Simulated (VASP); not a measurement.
# Be3CdSe4 in VASP: notebook

Be3CdSe4 is run at these levels: PBE; tasks: single point.

Program: VASP 6.6.1. These are calculated values, not measurements. Logs are shortened: lines on timing, memory, paths and dates and some standing lists are left out, and cuts for length are marked.

### Step 1. The cell of the first run

The typed cell holds 8 atoms: a = 5.456 Å, b = 5.456 Å, c = 6.610 Å, α = 114.38°, β = 114.38°, γ = 90.00°.

### Step 2. Single point, PBE

File INCAR:

```
PREC = Accurate ; ENCUT = 520
EDIFF = 1E-6 ; ISMEAR = 0
SIGMA = 0.1 ; LREAL = False
LASPH = True ; NELM = 80
ALGO = Normal ; ISIF = 2
LWAVE = False ; LCHARG = False
GGA = PE ; NBANDS = 31
```

File KPOINTS:

```
Automatic mesh
0
Gamma
  4 4 4
```

File POSCAR:

```
Be3CdSe4
1.0
    5.4559171770      0.0000565636      0.0000281161
    0.0000565677      5.4559406721      0.0000239269
   -2.7279577257     -2.7279711969      5.3667908271
Be Cd Se
3 1 4
Direct
    0.4999968369      0.4999966787      0.9999981945
    0.2499941575      0.7499973238      0.4999907573
    0.7500032568      0.2500059820      0.5000057215
   -0.0000051936     -0.0000120268     -0.0000056365
    0.8580072227      0.4158380570      0.2738359033
    0.4158386653      0.8580070649      0.2738353213
    0.1420006321      0.1420011474      0.7261728675
    0.5841644223      0.5841657730      0.7261668713
```

Potentials or basis: VASP PAW PBE potentials, release 64 (Be, Cd, Se).

Started as:

```bash
$ cat potpaw_PBE.64/Be/POTCAR potpaw_PBE.64/Cd/POTCAR potpaw_PBE.64/Se/POTCAR > POTCAR
$ mpirun -np 1 vasp_std > vasp.out
```

OUTCAR:

```text
PREC = Accurate
   ENCUT = 520
   EDIFF = 1E-6
   ISMEAR = 0
   LREAL = False
   LASPH = True
   NELM = 80
   ISIF = 2
   GGA = PE

 ion  position               nearest neighbor table
   1  0.500  0.500  1.000-   8 2.25   7 2.25   6 2.25   5 2.25
   2  0.250  0.750  0.500-   5 2.29   6 2.29   8 2.29   7 2.29
   3  0.750  0.250  0.500-   8 2.29   7 2.29   6 2.29   5 2.29
   4  1.000  1.000  1.000-   6 2.61   7 2.61   8 2.61   5 2.61
   5  0.858  0.416  0.274-   1 2.25   2 2.29   3 2.29   4 2.61
   6  0.416  0.858  0.274-   1 2.25   2 2.29   3 2.29   4 2.61
   7  0.142  0.142  0.726-   1 2.25   3 2.29   2 2.29   4 2.61
   8  0.584  0.584  0.726-   1 2.25   3 2.29   2 2.29   4 2.61

  LATTYP: Found a base centered monoclinic cell.
 ALAT       =     7.7159286765
 B/A-ratio  =     0.9999792647
 C/A-ratio  =     0.8566098332
 COS(beta)  =    -0.5836847830

  Lattice vectors:

 A1 = (   5.4559171770,   0.0000565636,   0.0000281161)
 A2 = (   0.0000565677,   5.4559406721,   0.0000239269)
 A3 = (  -2.7279577257,  -2.7279711969,   5.3667908271)

Analysis of symmetry for initial positions (statically):
=====================================================================
 Subroutine PRICEL returns:
 Original cell was already a primitive cell.

 Routine SETGRP: Setting up the symmetry group for a
 base centered monoclinic supercell.

 Subroutine GETGRP returns: Found  1 space group operations
 (whereof  1 operations were pure point group operations)
 out of a pool of  4 trial point group operations.

The static configuration has the point symmetry C_1 .

Analysis of symmetry for dynamics (positions and initial velocities):
=====================================================================
 Subroutine PRICEL returns:
 Original cell was already a primitive cell.

 Routine SETGRP: Setting up the symmetry group for a
 base centered monoclinic supercell.

 Subroutine GETGRP returns: Found  1 space group operations
 (whereof  1 operations were pure point group operations)
 out of a pool of  4 trial point group operations.

The dynamic configuration has the point symmetry C_1 .

 Subroutine INISYM returns: Found  1 space group operations
 (whereof  1 operations are pure point group operations),
 and found     1 'primitive' translations

[... 111 lines left out ...]
   NFREE  =      0    steps in history (QN), initial steepest desc. (CG)
   ISIF   =      2    stress and relaxation
   ISYM   =      2    0-nonsym 1-usesym 2-fastsym
   POTIM  = 0.5000    time-step for ionic-motion
   TEBEG  =    0.0;   TEEND  =   0.0 temperature during run
   PSTRESS=    0.0 pullay stress
   NELECT =      42.0000    total number of electrons
   NUPDOWN=      -1.0000    fix difference up-down
   EMIN   =  10.00;   EMAX   =-10.00  energy-range for DOS
   EFERMI =   0.00;   METHOD = LEGACY
   ISMEAR =     0;   SIGMA  =   0.10  broadening in eV -4-tet -1-fermi 0-gaus
   EFERMI_NEDOS =   21; number of points for ismear=-14 and -15
   IALGO  =     38    algorithm
   IMIX   =      4    mixing-type and parameters
     AMIX     =   0.40;   BMIX     =  1.00
     AMIX_MAG =   1.60;   BMIX_MAG =  1.00
  volume/ion in A,a.u.               =      19.97       134.76
  Fermi-wavevector in a.u.,A,eV,Ry     =   1.048753  1.981856 14.964814  1.099883
  Thomas-Fermi vector in A             =   2.183688
   LORBIT       =      0    0 simple, 1 ext, 2 COOP (PROOUT), +10 PAW based schemes
   GGA     = PE    functional components
   LHFCALC =     F    Hartree Fock is set to
   AEXX    =    0.0000 exact exchange contribution
   IVDW    =     0    specifies the selected vdW correction
   LEPSILON=     F    determine dielectric tensor
   LRPA    =     F    only Hartree local field effects (RPA)
 non-spin polarized calculation
 Gauss-broadening in eV      SIGMA  =   0.10
  energy-cutoff  :      520.00
  volume of cell :      159.75
 maximum number of plane-waves:      4320
 NGX is ok and might be reduce to    42

 number of electron      42.0000006 magnetization

 Free energy of the ion-electron system (eV)
  ---------------------------------------------------
  ext. energy  EPLUGINS =         0.00000000
  ---------------------------------------------------
  free energy    TOTEN  =       -31.60901411 eV

  energy without entropy =      -31.60901411  energy(sigma->0) =      -31.60901411

 E-fermi :   2.9370     XC(G=0):  -9.2581

 val. band max:        2.4990944542   @ k =   0.0000   0.0000   0.0000
 cond. band min:       5.1103516815   @ k =   0.0000   0.0000   0.0000
 fundamental gap:      2.6112572272
 Fermi energy:         2.9370094906

 k-point     1 :       0.0000    0.0000    0.0000
  band No.  band energies     occupation
      1     -10.8861      2.00000
      2      -9.5322      2.00000
      3      -9.4928      2.00000
      4      -9.4927      2.00000
      5      -5.1553      2.00000
      6      -5.1386      2.00000
[... 805 lines left out ...]
     30       9.0360      0.00000
     31       9.1872      0.00000

 [... further k-points ...]

------------------------ aborting loop because EDIFF is reached ----------------------------------------

  FORCE on cell =-STRESS in cart. coord.  units (eV):
  Direction    XX          YY          ZZ          XY          YZ          ZX
  --------------------------------------------------------------------------------------
  -------------------------------------------------------------------------------------
  Total        0.2268767      0.2265613      0.2208815     -0.0006460     -0.0002620     -0.0000515
  in kB        2.2753399      2.2721771      2.2152143     -0.0064784     -0.0026279     -0.0005165
  external PRESSURE =       2.2542438 kB  Pullay stress =       0.0000000 kB

 VOLUME and BASIS-vectors are now :
 -----------------------------------------------------------------------------
  energy-cutoff  :      520.00
  volume of cell :      159.75
      direct lattice vectors                 reciprocal lattice vectors
     5.455917177  0.000056564  0.000028116     0.183286760 -0.000002309  0.093164099
     0.000056568  5.455940672  0.000023927    -0.000002380  0.183286042  0.093164158
    -2.727957726 -2.727971197  5.366790827    -0.000000960 -0.000000817  0.186330189

 POSITION                                       TOTAL-FORCE (eV/Angst)
 -----------------------------------------------------------------------------------
      0.00002      0.00001      5.36681         0.000063      0.000031      0.000140
      0.00004      2.72799      2.68337         0.000099      0.000075      0.000229
      2.72798      0.00006      2.68345         0.000094     -0.000001     -0.000090
      2.72800      2.72798      5.36681        -0.000127      0.000101      0.000078
      3.93423      1.52182      1.46965        -0.015442      0.015093      0.015869
      1.52182      3.93424      1.46965         0.015249     -0.015444      0.016040
     -1.20622     -1.20622      3.89723         0.015374      0.015332     -0.016197
      1.20623      1.20624      3.89722        -0.015310     -0.015186     -0.016070
 -----------------------------------------------------------------------------------
    total drift:                                0.000008      0.000007     -0.000023

  FREE ENERGIE OF THE ION-ELECTRON SYSTEM (eV)
  ---------------------------------------------------
  free  energy   TOTEN  =       -31.6090141131 eV

  energy  without entropy=      -31.6090141131  energy(sigma->0) =      -31.60901411
```

Run time: 2.7 min. Hardware: 1 thread of Intel Xeon Platinum 8259CL at 2.50GHz (Skylake/Cascade Lake), shared host; peak memory 0.39 GiB.

What came out:

```
Free energy            : -31.6090 eV
Pressure               : 0.2 GPa
Largest force          : 0.027 eV/Å
Band gap on the k mesh : 2.61 eV, direct
```

Forces on the atoms (eV/Å):
```
Be   0.000  0.000  0.000
Be   0.000  0.000  0.000
Be   0.000  0.000  0.000
Cd   0.000  0.000  0.000
Se  -0.015  0.015  0.016
Se   0.015 -0.015  0.016
Se   0.015  0.015 -0.016
Se  -0.015 -0.015 -0.016
```

Levels at points of the mesh, in eV from the valence-band top:
```csv
k point,band 19,band 20,band 21,band 22,band 23,band 24
"(0.00, 0.00, 0.00)",-0.31,0.00,0.00,2.61,2.75,3.62
"(0.50, 0.00, 0.00)",-1.22,-0.94,-0.89,4.16,4.59,4.85
"(0.00, 0.50, 0.00)",-1.22,-0.94,-0.89,4.16,4.59,4.85
"(0.50, 0.50, 0.00)",-1.01,-0.52,-0.49,3.14,3.49,4.24
"(0.00, 0.00, 0.50)",-1.79,-0.80,-0.80,2.90,2.90,3.09
"(0.50, 0.00, 0.50)",-1.22,-0.94,-0.89,4.16,4.59,4.85
"(0.00, 0.50, 0.50)",-1.22,-0.94,-0.89,4.16,4.59,4.85
"(0.50, 0.50, 0.50)",-1.01,-0.52,-0.49,3.14,3.49,4.24
```

A k mesh can miss the band edges.

### Step 3. Single point, PBE

This run uses another cell than the first one, of the same volume but with other edges.

File INCAR:

```
SYSTEM = Be3CdSe4
PREC     = Accurate       ! precision mode
ENCUT    = 600            ! plane-wave cutoff, eV
EDIFF    = 1E-6           ! SCF threshold, eV
ISMEAR   = 0              ! smearing method
SIGMA    = 0.15           ! smearing width, eV
LREAL    = .FALSE.        ! projectors in reciprocal space
LASPH    = .TRUE.         ! aspherical terms in the spheres
NELM     = 120            ! most SCF steps
ALGO     = Normal         ! electronic algorithm
ISIF     = 2              ! what is computed and relaxed
LWAVE    = .FALSE.        ! write WAVECAR
LCHARG   = .FALSE.        ! write CHGCAR
GGA      = PE             ! functional
NBANDS   = 31             ! bands
GGA_COMPAT= .FALSE.
```

File KPOINTS:

```
Automatic mesh
0
G
  3 3 3
  0 0 0
```

File POSCAR:

```
Be3CdSe4
1.0
   -2.7234207875      2.7234207875      5.3765937795
    2.7234207875     -2.7234207875      5.3765937795
    2.7234207875      2.7234207875     -5.3765937795
Be Cd Se
3 1 4
Direct
    0.2500000000      0.7500000000      0.5000000000
    0.7500000000      0.2500000000      0.5000000000
    0.5000000000      0.5000000000      0.0000000000
    0.0000000000      0.0000000000      0.0000000000
    0.5846624825      0.5846624825      0.4432765012
    0.4153375175      0.8586140188      0.0000000000
    0.1413859812      0.1413859812      0.5567234988
    0.8586140188      0.4153375175      0.0000000000
```

Potentials or basis: VASP PAW PBE potentials, release 64 (Be, Cd, Se).

Started as:

```bash
$ cat potpaw_PBE.64/Be/POTCAR potpaw_PBE.64/Cd/POTCAR potpaw_PBE.64/Se/POTCAR > POTCAR
$ mpirun -np 1 vasp_std > vasp.out
```

It took 72 s on 1 thread of Intel Xeon Platinum 8375C at 2.90GHz (Ice Lake), shared host; peak memory 0.37 GiB.

Results (log left out):

```yaml
Free_energy: -31.5969 eV
Pressure: 0.3 GPa
Largest_force: 0.067 eV/Å
Band_gap_on_the_k_mesh: 2.62 eV, direct
```

Forces on the atoms (eV/Å):
```
Be   0.000  0.000  0.000
Be   0.000  0.000  0.000
Be   0.000  0.000  0.000
Cd   0.000  0.000  0.000
Se  -0.047 -0.047 -0.009
Se  -0.047  0.047  0.009
Se   0.047  0.047 -0.009
Se   0.047 -0.047  0.009
```

Stress tensor (GPa, compression positive):
```
0.41 0.00 0.00
0.00 0.41 0.00
0.00 0.00 0.21
```

Levels at points of the mesh, in eV from the valence-band top:
```
           k point  band 17  band 18  band 19  band 20  band 21  band 22  band 23  band 24  band 25  band 26
(0.00, 0.00, 0.00)    -2.27    -2.27    -0.32     0.00     0.00     2.62     2.76     3.65     5.00     5.00
```

Caveat: the k points lie up to 0.54 Å⁻¹ apart.
